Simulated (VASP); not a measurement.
# Pt in VASP: relaxation of the atoms with PBE

Aim: the relaxation of the atoms of Pt with PBE.

Program: VASP 6.6.1. These are calculated values, not measurements. Logs are shortened: lines on timing, memory, paths and dates and some standing lists are left out, and cuts for length are marked.

### Step 1. The cell of the first run

The cell holds a slab with vacuum, 6 atoms: a = 2.808 Å, b = 2.808 Å, c = 27.464 Å, α = 90.00°, β = 90.00°, γ = 120.00°.

### Step 2. Relaxation of the atoms, PBE

INCAR reads:

```
SYSTEM = Pt
PREC = Accurate
ENCUT = 520
EDIFF = 1E-6
ISMEAR = -1
SIGMA = 0.08
LREAL = .False.
LASPH = .True.
NELM = 60
ALGO = Normal
ISIF = 2
LWAVE = .False.
LCHARG = .False.
LDIPOL = .True.
IDIPOL = 3
DIPOL = 0.5 0.5 0.500
GGA = PE
IBRION = 2
NSW = 32
EDIFFG = -0.01
KPAR = 4
```

KPOINTS reads:

```
Automatic mesh
0
Gamma
  13 13 1
  0 0 0
```

POSCAR reads:

```
Pt
1.0
    2.8080030017      0.0000000000      0.0000000000
   -1.4040015008      2.4318019334      0.0000000000
    0.0000000000      0.0000000000     27.4636000000
Pt
6
Direct
    0.1666666667      0.3333333333      0.2911533011
    0.5000000000      1.0000000000      0.3754613679
    0.8333333333      0.6666666667      0.4585441484
    0.1666666667      0.3333333333      0.5414558526
    0.5000000000      1.0000000000      0.6245386315
    0.8333333333      0.6666666667      0.7088466978
```

Potentials or basis: VASP PAW PBE potentials, release 64 (Pt).

Started as:

```bash
$ cat potpaw_PBE.64/Pt/POTCAR > POTCAR
$ mpirun -np 4 vasp_std > vasp.out
```

OUTCAR:

```text
SYSTEM = Pt
   PREC = Accurate
   ENCUT = 520
   EDIFF = 1E-6
   ISMEAR = -1
   LREAL = .False.
   LASPH = .True.
   NELM = 60
   ISIF = 2
   GGA = PE
   IBRION = 2
   NSW = 32
   EDIFFG = -0.01

 ion  position               nearest neighbor table
   1  0.167  0.333  0.291-   2 2.83   2 2.83   2 2.83
   2  0.500  0.000  0.375-   3 2.80   3 2.80   3 2.80   1 2.83   1 2.83   1 2.83
   3  0.833  0.667  0.459-   4 2.80   4 2.80   4 2.80   2 2.80   2 2.80   2 2.80
   4  0.167  0.333  0.541-   3 2.80   3 2.80   3 2.80   5 2.80   5 2.80   5 2.80
   5  0.500  0.000  0.625-   4 2.80   4 2.80   4 2.80   6 2.83   6 2.83   6 2.83
   6  0.833  0.667  0.709-   5 2.83   5 2.83   5 2.83

  LATTYP: Found a hexagonal cell.
 ALAT       =     2.8080030017
 C/A-ratio  =     9.7804738753

  Lattice vectors:

 A1 = (   2.8080030017,   0.0000000000,   0.0000000000)
 A2 = (  -1.4040015008,   2.4318019334,   0.0000000000)
 A3 = (   0.0000000000,   0.0000000000,  27.4636000000)

Analysis of symmetry for initial positions (statically):
=====================================================================
 Subroutine PRICEL returns:
 Original cell was already a primitive cell.

 Routine SETGRP: Setting up the symmetry group for a
 hexagonal supercell.

 Subroutine GETGRP returns: Found 12 space group operations
 (whereof  4 operations were pure point group operations)
 out of a pool of 24 trial point group operations.

The static configuration has the point symmetry C_2h.
 The point group associated with its full space group is D_3d.

Analysis of symmetry for dynamics (positions and initial velocities):
=====================================================================
 Subroutine PRICEL returns:
 Original cell was already a primitive cell.

 Routine SETGRP: Setting up the symmetry group for a
 hexagonal supercell.

 Subroutine GETGRP returns: Found 12 space group operations
 (whereof  4 operations were pure point group operations)
 out of a pool of 24 trial point group operations.

The dynamic configuration has the point symmetry C_2h.
 The point group associated with its full space group is D_3d.

 Subroutine INISYM returns: Found 12 space group operations
 (whereof  4 operations are pure point group operations),
 and found     1 'primitive' translations

----------------------------------------------------------------------------------------

                                     Primitive cell

  volume of cell :     187.5354

  direct lattice vectors                    reciprocal lattice vectors
     2.808003002  0.000000000  0.000000000     0.356124975  0.205608850  0.000000000
    -1.404001501  2.431801933  0.000000000     0.000000000  0.411217701  0.000000000
     0.000000000  0.000000000 27.463600000     0.000000000  0.000000000  0.036411832

  length of vectors
     2.808003002  2.808003002 27.463600000     0.411217701  0.411217701  0.036411832

  position of ions in fractional coordinates (direct lattice)
     0.166666667  0.333333333  0.291153301
     0.500000000  0.000000000  0.375461368
     0.833333333  0.666666667  0.458544148
     0.166666667  0.333333333  0.541455853
     0.500000000  0.000000000  0.624538632
     0.833333333  0.666666667  0.708846698

  ion indices of the primitive-cell ions
   primitive index   ion index
                 1           1
                 2           2
                 3           3
                 4           4
                 5           5
                 6           6

----------------------------------------------------------------------------------------

 KPOINTS: Automatic mesh

Automatic generation of k-mesh.
 Grid dimensions read from file:
 generate k-points for:   13   13    1

 Generating k-lattice:

  Cartesian coordinates                     Fractional coordinates (reciprocal lattice)
     0.027394229  0.015816065  0.000000000     0.076923077  0.000000000  0.000000000
     0.000000000  0.031632131  0.000000000     0.000000000  0.076923077  0.000000000
     0.000000000  0.000000000  0.036411832     0.000000000  0.000000000  1.000000000

  Length of vectors
     0.031632131  0.031632131  0.036411832

  Shift w.r.t. Gamma in fractional coordinates (k-lattice)
     0.000000000  0.000000000  0.000000000

 Subroutine IBZKPT returns following result:
 ===========================================

 Found     21 irreducible k-points:

 Following reciprocal coordinates:
            Coordinates               Weight
  0.000000  0.000000  0.000000      1.000000
  0.076923  0.000000  0.000000      6.000000
  0.153846 -0.000000  0.000000      6.000000
  0.230769  0.000000  0.000000      6.000000
  0.307692 -0.000000  0.000000      6.000000
  0.384615  0.000000  0.000000      6.000000
[... 13 lines left out ...]
  0.384615  0.230769  0.000000      6.000000
  0.307692  0.307692  0.000000      6.000000
   k-points           NKPTS =     21   k-points in BZ     NKDIM =     21   number of bands    NBANDS=     36
   number of dos      NEDOS =    301   number of ions     NIONS =      6
   total plane-waves  NPLWV = 120960
   dimension x,y,z NGX =    24 NGY =   24 NGZ =  210
   dimension x,y,z NGXF=    48 NGYF=   48 NGZF=  420
   ions per type =               6
   NGX,Y,Z   is equivalent  to a cutoff of  14.21, 14.21, 12.71 a.u.
   NGXF,Y,Z  is equivalent  to a cutoff of  28.42, 28.42, 25.42 a.u.
 SYSTEM =  Pt
   PREC   = accura    normal or accurate (medium, high low for compatibility)
   ISTART =      0    job   : 0-new  1-cont  2-samecut
   ICHARG =      2    charge: 1-file 2-atom 10-const
   ISPIN  =      1    spin polarized calculation?
   LNONCOLLINEAR =      F non collinear calculations
   LSORBIT =      F    spin-orbit coupling
   LASPH  =      T    aspherical Exc in radial PAW
   ENCUT  =  520.0 eV  38.22 Ry    6.18 a.u.   5.22  5.22 51.06*2*pi/ulx,y,z
   NELM   =     60;   NELMIN=  2; NELMDL= -5     # of ELM steps
   EDIFF  = 0.1E-05   stopping-criterion for ELM
   LREAL  =      F    real-space projection
   EDIFFG = -.1E-01   stopping-criterion for IOM
   NSW    =     32    number of steps for IOM
   IBRION =      2    ionic relax: 0-MD 1-quasi-New 2-CG
   NFREE  =      1    steps in history (QN), initial steepest desc. (CG)
   ISIF   =      2    stress and relaxation
   ISYM   =      2    0-nonsym 1-usesym 2-fastsym
   POTIM  = 0.5000    time-step for ionic-motion
   TEBEG  =    0.0;   TEEND  =   0.0 temperature during run
   PSTRESS=    0.0 pullay stress
   NELECT =      60.0000    total number of electrons
   NUPDOWN=      -1.0000    fix difference up-down
   EMIN   =  10.00;   EMAX   =-10.00  energy-range for DOS
   EFERMI =   0.00;   METHOD = LEGACY
   ISMEAR =    -1;   SIGMA  =   0.08  broadening in eV -4-tet -1-fermi 0-gaus
   EFERMI_NEDOS =   21; number of points for ismear=-14 and -15
   IALGO  =     38    algorithm
   IMIX   =      4    mixing-type and parameters
     AMIX     =   0.40;   BMIX     =  1.00
     AMIX_MAG =   1.60;   BMIX_MAG =  1.00
  volume/ion in A,a.u.               =      31.26       210.93
  Fermi-wavevector in a.u.,A,eV,Ry     =   1.119689  2.115906 17.057678  1.253704
  Thomas-Fermi vector in A             =   2.256330
   LORBIT       =      0    0 simple, 1 ext, 2 COOP (PROOUT), +10 PAW based schemes
   GGA     = PE    functional components
   LHFCALC =     F    Hartree Fock is set to
   AEXX    =    0.0000 exact exchange contribution
   IVDW    =     0    specifies the selected vdW correction
   LEPSILON=     F    determine dielectric tensor
   LRPA    =     F    only Hartree local field effects (RPA)
 conjugate gradient relaxation of ions
 non-spin polarized calculation
  energy-cutoff  :      520.00
  volume of cell :      187.54
 maximum number of plane-waves:      5076
 NGX is ok and might be reduce to    24
   NGX = 11   NGY = 11   NGZ =103

--------------------------------------- Ionic step        1  -------------------------------------------

 number of electron      59.9999994 magnetization

 Free energy of the ion-electron system (eV)
  ---------------------------------------------------
  ext. energy  EPLUGINS =         0.00000000
  ---------------------------------------------------
  free energy    TOTEN  =       -35.42272217 eV

  energy without entropy =      -35.16509106  energy(sigma->0) =      -35.29390661

------------------------ aborting loop because EDIFF is reached ----------------------------------------

  FORCE on cell =-STRESS in cart. coord.  units (eV):
  Direction    XX          YY          ZZ          XY          YZ          ZX
  --------------------------------------------------------------------------------------
  -------------------------------------------------------------------------------------
  Total       -4.4447470     -4.4447470     -0.2555479     -0.0000000      0.0000000      0.0000000
  in kB      -37.9729550    -37.9729550     -2.1832312     -0.0000000      0.0000000      0.0000000
  external PRESSURE =     -26.0430471 kB  Pullay stress =       0.0000000 kB
[... 105 lines left out ...]
  energy  without entropy=      -35.1648754767  energy(sigma->0) =      -35.29382341

--------------------------------------- Ionic step        4  -------------------------------------------

 number of electron      59.9999993 magnetization

 dipolmoment           0.000000      0.000000      0.000000 electrons x Angstroem

 Free energy of the ion-electron system (eV)
  ---------------------------------------------------
  ext. energy  EPLUGINS =         0.00000000
  ---------------------------------------------------
  free energy    TOTEN  =       -35.42278827 eV

  energy without entropy =      -35.16491900  energy(sigma->0) =      -35.29385363

 E-fermi :   2.4118     XC(G=0):  -7.2887

 val. band max:        2.4035333793   @ k =   0.2308   0.1538   0.0000
 cond. band min:       2.4154936337   @ k =   0.0000   0.0000   0.0000
 fundamental gap:      0.0119602545
 Fermi energy:         2.4118365190

 k-point     1 :       0.0000    0.0000    0.0000
  band No.  band energies     occupation
      1      -7.1641      2.00000
      2      -6.4027      2.00000
      3      -5.4786      2.00000
      4      -4.7519      2.00000
      5      -4.3614      2.00000
      6      -4.3216      2.00000
[... 808 lines left out ...]
     35       7.5360      0.00000
     36       7.9930      0.00000

------------------------ aborting loop because EDIFF is reached ----------------------------------------

 vacuum level on the upper side and lower side of the slab       (xc-potential included)        -0.103        -0.103

  FORCE on cell =-STRESS in cart. coord.  units (eV):
  Direction    XX          YY          ZZ          XY          YZ          ZX
  --------------------------------------------------------------------------------------
  -------------------------------------------------------------------------------------
  Total       -4.3797503     -4.3797503     -0.1461684     -0.0000000     -0.0000000      0.0000000
  in kB      -37.4176667    -37.4176667     -1.2487655     -0.0000000     -0.0000000      0.0000000
  external PRESSURE =     -25.3613663 kB  Pullay stress =       0.0000000 kB

 VOLUME and BASIS-vectors are now :
 -----------------------------------------------------------------------------
  energy-cutoff  :      520.00
  volume of cell :      187.54
      direct lattice vectors                 reciprocal lattice vectors
     2.808003002  0.000000000  0.000000000     0.356124975  0.205608850  0.000000000
    -1.404001501  2.431801933  0.000000000     0.000000000  0.411217701  0.000000000
     0.000000000  0.000000000 27.463600000     0.000000000  0.000000000  0.036411832
[... 12 lines left out ...]
  FREE ENERGIE OF THE ION-ELECTRON SYSTEM (eV)
  ---------------------------------------------------
  free  energy   TOTEN  =       -35.4227882719 eV

  energy  without entropy=      -35.1649189963  energy(sigma->0) =      -35.29385363

 reached required accuracy - stopping structural energy minimisation

 vacuum level on the upper side and lower side of the slab         8.053         8.053
```

It took 5.9 min on 4 MPI ranks of Oxide Virtual Turin-like, shared host; peak memory 0.38 GiB.

What came out:

- Free energy: -35.4228 eV
- Energy gained by relaxing: 0.0 meV/atom
- Ionic steps: 4
- Largest force after relaxing: 0.010 eV/Å
- Band gap on the k mesh: zero (bands 30 and 31 overlap by 1.33 eV)

Forces in eV/Å, atoms in the order of the input:
```
Pt   0.000  0.000  0.000
Pt   0.000  0.000  0.010
Pt   0.000  0.000  0.010
Pt   0.000  0.000 -0.010
Pt   0.000  0.000 -0.010
Pt   0.000  0.000  0.000
```

Final structure:
```cif
data_structure
_symmetry_space_group_name_H-M 'P 1'
_symmetry_Int_Tables_number 1
_cell_length_a 2.8080
_cell_length_b 2.8080
_cell_length_c 27.4636
_cell_angle_alpha 90.000
_cell_angle_beta 90.000
_cell_angle_gamma 120.000
_cell_volume 187.54
loop_
_atom_site_label
_atom_site_type_symbol
_atom_site_fract_x
_atom_site_fract_y
_atom_site_fract_z
_atom_site_occupancy
Pt1 Pt 0.16667 0.33333 0.29129 1
Pt2 Pt 0.50000 0.00000 0.37549 1
Pt3 Pt 0.83333 0.66667 0.45852 1
Pt4 Pt 0.16667 0.33333 0.54148 1
Pt5 Pt 0.50000 0.00000 0.62451 1
Pt6 Pt 0.83333 0.66667 0.70871 1
```

Levels at points of the mesh, in eV from the Fermi level:
| k point | band 26 | band 27 | band 28 | band 29 | band 30 | band 31 | band 32 | band 33 | band 34 | band 35 |
| --- | --- | --- | --- | --- | --- | --- | --- | --- | --- | --- |
| (0.00, 0.00, 0.00) | -1.51 | -1.51 | -1.20 | -1.20 | -0.72 | -0.72 | -0.24 | -0.24 | 0.00 | 0.00 |

Caveat: the highest band is partly filled, so the run has too few bands; spin-orbit coupling is left out, which moves the levels of the heavy elements.
